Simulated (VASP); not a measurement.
# PmO (Pm-3m) in VASP: further runs, part 2 of 2

VASP 6.6.1.

**3. Single point, PBE+U, collinear spin, ferromagnetic start**

Contents of INCAR:

```
SYSTEM = PmO
PREC = Accurate
ENCUT = 600
EDIFF = 1E-6
ISMEAR = 0
SIGMA = 0.05
LREAL = .False.
LASPH = .True.
NELM = 200
ALGO = Normal
ISIF = 2
LWAVE = .False.
LCHARG = .False.
ISPIN = 2
MAGMOM = 4 0
LORBIT = 11
LMAXMIX = 6
LDAU = .True.
LDAUTYPE = 2
LDAUL = 3 -1
LDAUU = 8 0
LDAUJ = 0 0
LDAUPRINT = 1
GGA = PE
NBANDS = 22
GGA_COMPAT = .False.
```

Contents of KPOINTS:

```
Automatic mesh
0
Gamma
  7 7 7
  0 0 0
```

Contents of POSCAR:

```
PmO
1.0
    2.8401619400      0.0000000000      0.0000000000
    0.0000000000      2.8401619400      0.0000000000
    0.0000000000      0.0000000000      2.8401619400
Pm O
1 1
Direct
    0.0000000000      0.0000000000      0.0000000000
    0.5000000000      0.5000000000      0.5000000000
```

Potentials or basis: VASP PAW PBE potentials, release 64 (Pm, O).

Started as:

```bash
> cat potpaw_PBE.64/Pm/POTCAR potpaw_PBE.64/O/POTCAR > POTCAR
> mpirun -np 1 vasp_std > vasp.out
```

It took 1.7 min on 1 thread of Intel Xeon 8259CL, shared host; peak memory 0.14 GiB.

Results (log left out):

* Free energy: -13.2192 eV
* Pressure: 53.8 GPa
* Net moment: 4.85 μB per cell
* Site moments: Pm +4.69; O -0.07 μB
* Valence electrons inside the program's atomic spheres: Pm 12.86; O 5.08

Levels at points of the mesh, in eV from the Fermi level:
Spin up:
| k point | band 11 | band 12 | band 13 | band 14 | band 15 | band 16 |
| --- | --- | --- | --- | --- | --- | --- |
| (0.00, 0.00, 0.00) | -3.71 | -2.62 | -2.62 | 0.75 | 0.75 | 0.75 |
Spin down:
```csv
k point,band 4,band 5,band 6,band 7,band 8,band 9,band 10,band 11,band 12,band 13
"(0.00, 0.00, 0.00)",-16.50,-16.50,-3.46,-3.46,-3.46,-1.34,-1.34,5.89,6.80,6.89
```

Eigenvalues of the final occupation matrices:
```csv
site,spin,trace,eigenvalues
site 1 f,1,4.48,0.02 0.50 0.50 0.50 0.99 0.99 0.99
site 1 f,2,0.04,0.00 0.00 0.00 0.01 0.01 0.01 0.01
```

Caveat: the magnetic or orbital state may not be the lowest; the cell stands under pressure; spin-orbit coupling is left out, which moves the levels of the heavy elements. The state reached can hang on the start; a lower one may exist.

**4. Single point, PBE+U, collinear spin, ferromagnetic start**

Contents of INCAR:

```
PREC = Accurate
ENCUT = 600
EDIFF = 1E-6
ISMEAR = 0
SIGMA = 0.05
LREAL = False
LASPH = True
NELM = 200
ALGO = Normal
ISIF = 2
LWAVE = False
LCHARG = False
ISPIN = 2
MAGMOM = 2.24 -0.01
LORBIT = 11
LMAXMIX = 6
LDAU = True
LDAUTYPE = 2
LDAUL = 3 -1
LDAUU = 8 0
LDAUJ = 0 0
LDAUPRINT = 1
GGA = PE
NBANDS = 22
GGA_COMPAT = False
```

Contents of KPOINTS:

```
Automatic mesh
0
Gamma
  7 7 7
```

POSCAR is that of step 3.

Started as:

```bash
> cat potpaw_PBE.64/Pm/POTCAR potpaw_PBE.64/O/POTCAR > POTCAR
> mpirun -np 1 vasp_std > vasp.out
```

Run time: 86 s. Hardware: 1 thread of Intel Xeon 8259CL, shared host; peak memory 0.14 GiB.

The run converged. Its results:

* Free energy: -13.2192 eV
* Pressure: 53.8 GPa
* Net moment: 4.85 μB per cell
* Site moments: Pm +4.69; O -0.07 μB
* Valence electrons inside the program's atomic spheres: Pm 12.86; O 5.08

Levels at points of the mesh, in eV from the Fermi level:
Spin up:
| k point | band 9 | band 10 | band 11 | band 12 | band 13 | band 14 | band 15 | band 16 | band 17 | band 18 |
| --- | --- | --- | --- | --- | --- | --- | --- | --- | --- | --- |
| (0.00, 0.00, 0.00) | -3.71 | -3.71 | -3.71 | -2.62 | -2.62 | 0.75 | 0.75 | 0.75 | 4.56 | 4.76 |
Spin down:
| k point | band 5 | band 6 | band 7 | band 8 | band 9 | band 10 | band 11 | band 12 |
| --- | --- | --- | --- | --- | --- | --- | --- | --- |
| (0.00, 0.00, 0.00) | -16.50 | -3.46 | -3.46 | -3.46 | -1.34 | -1.34 | 5.88 | 6.80 |

Eigenvalues of the final occupation matrices:
```
    site  spin  trace                         eigenvalues
site 1 f     1   4.48  0.02 0.50 0.50 0.50 0.99 0.99 0.99
site 1 f     2   0.04  0.00 0.00 0.00 0.01 0.01 0.01 0.01
```

Caveat: the magnetic or orbital state may not be the lowest; the cell stands under pressure; spin-orbit coupling is left out, which moves the levels of the heavy elements. The state reached can hang on the start; a lower one may exist.

**5. Single point, PBE+U, collinear spin, ferromagnetic start**

Contents of INCAR:

```
  PREC = Accurate
  ENCUT = 600
  EDIFF = 1E-6
  ISMEAR = 0
  SIGMA = 0.05
  LREAL = F
  LASPH = T
  NELM = 200
  ALGO = Normal
  ISIF = 2
  LWAVE = F
  LCHARG = F
  ISPIN = 2
  MAGMOM = 4.39 -0.01
  LORBIT = 11
  LMAXMIX = 6
  LDAU = T
  LDAUTYPE = 2
  LDAUL = 3 -1
  LDAUU = 8 0
  LDAUJ = 0 0
  LDAUPRINT = 1
  GGA = PE
  NBANDS = 22
  GGA_COMPAT = F
```

KPOINTS is that of step 4.

POSCAR is that of step 4.

Started as:

```bash
> cat potpaw_PBE.64/Pm/POTCAR potpaw_PBE.64/O/POTCAR > POTCAR
> mpirun -np 1 vasp_std > vasp.out
```

Wall time 60 s (1 thread of Intel Xeon 8259CL, shared host); peak memory 0.14 GiB.

Results (log left out):

| Property | Result |
| --- | --- |
| Free energy | -13.2192 eV |
| Pressure | 53.8 GPa |
| Net moment | 4.85 μB per cell |
| Site moments | Pm +4.69; O -0.07 μB |
| Valence electrons inside the program's atomic spheres | Pm 12.86; O 5.08 |

Levels at points of the mesh, in eV from the Fermi level:
Spin up:
| k point | band 10 | band 11 | band 12 | band 13 | band 14 | band 15 | band 16 | band 17 |
| --- | --- | --- | --- | --- | --- | --- | --- | --- |
| (0.00, 0.00, 0.00) | -3.71 | -3.71 | -2.62 | -2.62 | 0.75 | 0.75 | 0.75 | 4.56 |
Spin down:
```csv
k point,band 4,band 5,band 6,band 7,band 8,band 9,band 10,band 11,band 12,band 13
"(0.00, 0.00, 0.00)",-16.50,-16.50,-3.46,-3.46,-3.46,-1.34,-1.34,5.89,6.80,6.89
```

Eigenvalues of the final occupation matrices:
```csv
site,spin,trace,eigenvalues
site 1 f,1,4.48,0.02 0.50 0.50 0.50 0.99 0.99 0.99
site 1 f,2,0.04,0.00 0.00 0.00 0.01 0.01 0.01 0.01
```

Caveat: the magnetic or orbital state may not be the lowest; the cell stands under pressure; spin-orbit coupling is left out, which moves the levels of the heavy elements. The state reached can hang on the start; a lower one may exist.

**6. Single point, PBE+U, collinear spin**

Contents of INCAR:

```
SYSTEM = PmO
PREC = Accurate
ENCUT = 600
EDIFF = 1E-6
ISMEAR = 0
SIGMA = 0.05
LREAL = .False.
LASPH = .True.
NELM = 200
ALGO = Normal
ISIF = 2
LWAVE = .False.
LCHARG = .True.
ISPIN = 2
MAGMOM = 5.14 -0.04
LORBIT = 11
LMAXMIX = 6
LDAU = .True.
LDAUTYPE = 2
LDAUL = 3 -1
LDAUU = 8 0
LDAUJ = 0 0
LDAUPRINT = 1
GGA = PE
LELF = .True.
LVHAR = .True.
NBANDS = 22
GGA_COMPAT = .False.
```

Contents of KPOINTS:

```
regular mesh
0
Gamma
  7 7 7
  0 0 0
```

POSCAR is that of step 5.

Potentials or basis: VASP PAW PBE potentials, release 64 (Pm, O).

Started as:

```bash
> cat potpaw_PBE.64/Pm/POTCAR potpaw_PBE.64/O/POTCAR > POTCAR
> mpirun -np 1 vasp_std > vasp.out
```

It took 65 s on 1 thread of Intel Xeon 8259CL, shared host; peak memory 0.14 GiB.

Results (log left out):

* Free energy: -13.2192 eV
* Pressure: 53.8 GPa
* Net moment: 4.85 μB per cell
* Site moments: Pm +4.69; O -0.07 μB
* Valence electrons inside the program's atomic spheres: Pm 12.86; O 5.08

Levels at points of the mesh, in eV from the Fermi level:
Spin up:
| k point | band 11 | band 12 | band 13 | band 14 | band 15 | band 16 |
| --- | --- | --- | --- | --- | --- | --- |
| (0.00, 0.00, 0.00) | -3.71 | -2.62 | -2.62 | 0.75 | 0.75 | 0.75 |
Spin down:
```csv
k point,band 5,band 6,band 7,band 8,band 9,band 10,band 11,band 12
"(0.00, 0.00, 0.00)",-16.50,-3.46,-3.46,-3.46,-1.34,-1.34,5.88,6.80
```

Eigenvalues of the final occupation matrices:
| site | spin | trace | eigenvalues |
| --- | --- | --- | --- |
| site 1 f | 1 | 4.48 | 0.02 0.50 0.50 0.50 0.99 0.99 0.99 |
| site 1 f | 2 | 0.04 | 0.00 0.00 0.00 0.01 0.01 0.01 0.01 |

Caveat: the magnetic or orbital state may not be the lowest; the cell stands under pressure; spin-orbit coupling is left out, which moves the levels of the heavy elements.

**7. Single point, PBE+U, collinear spin, zero start**

Contents of INCAR:

```
SYSTEM = PmO
  PREC = Accurate
  ENCUT = 600
  EDIFF = 1E-6
  ISMEAR = 0
  SIGMA = 0.05
  LREAL = .False.
  LASPH = .True.
  NELM = 200
  ALGO = Normal
  ISIF = 2
  LWAVE = .False.
  LCHARG = .False.
  ISPIN = 2
  MAGMOM = 0.01 0
  LORBIT = 11
  LMAXMIX = 6
  LDAU = .True.
  LDAUTYPE = 2
  LDAUL = 3 -1
  LDAUU = 8 0
  LDAUJ = 0 0
  LDAUPRINT = 1
  GGA = PE
  NBANDS = 22
  GGA_COMPAT = .False.
```

KPOINTS is that of step 6.

POSCAR is that of step 6.

Started as:

```bash
> cat potpaw_PBE.64/Pm/POTCAR potpaw_PBE.64/O/POTCAR > POTCAR
> mpirun -np 1 vasp_std > vasp.out
```

Wall time 1.7 min (1 thread of Intel Xeon 8259CL, shared host); peak memory 0.14 GiB.

Results (log left out):

| Item | Value |
| --- | --- |
| Free energy | -12.5377 eV |
| Pressure | 56.1 GPa |
| Net moment | 4.85 μB per cell |
| Site moments | Pm +4.70; O -0.05 μB |
| Valence electrons inside the program's atomic spheres | Pm 12.88; O 5.09 |

Levels at points of the mesh, in eV from the Fermi level:
Spin up:
| k point | band 10 | band 11 | band 12 | band 13 | band 14 | band 15 | band 16 | band 17 |
| --- | --- | --- | --- | --- | --- | --- | --- | --- |
| (0.00, 0.00, 0.00) | -2.62 | -2.25 | -2.25 | -2.25 | -0.35 | -0.35 | -0.35 | 4.28 |
Spin down:
```csv
k point,band 6,band 7,band 8,band 9,band 10,band 11
"(0.00, 0.00, 0.00)",-3.48,-3.48,-3.48,-1.36,-1.36,5.81
```

Eigenvalues of the final occupation matrices:
```
    site  spin  trace                         eigenvalues
site 1 f     1   4.57  0.02 0.53 0.53 0.53 0.98 0.98 0.98
site 1 f     2   0.04  0.00 0.00 0.00 0.01 0.01 0.01 0.01
```

Caveat: the magnetic or orbital state may not be the lowest; the cell stands under pressure; spin-orbit coupling is left out, which moves the levels of the heavy elements.

**8. Summary**

| spin | gap on the mesh (eV) | pressure (GPa) | moment (μB) |
| --- | --- | --- | --- |
| collinear, ferromagnetic start | none | 53.8 | 4.85 |
| collinear | none | 53.8 | 4.85 |
| collinear, zero start | none | 56.1 | 4.85 |

Alike in all rows: task single point; level PBE+U; potentials or basis VASP PAW PBE potentials, release 64 (Pm, O); Pm f U = 8.0 eV; cell as given; k mesh 7 × 7 × 7; cutoff (eV) 600; smearing gaussian 0.05 eV.

Caveats: the magnetic or orbital state may not be the lowest; the cell stands under pressure; spin-orbit coupling is left out, which moves the levels of the heavy elements.

Total energies depend on the potentials used, so only differences within one code and one set of settings carry meaning.
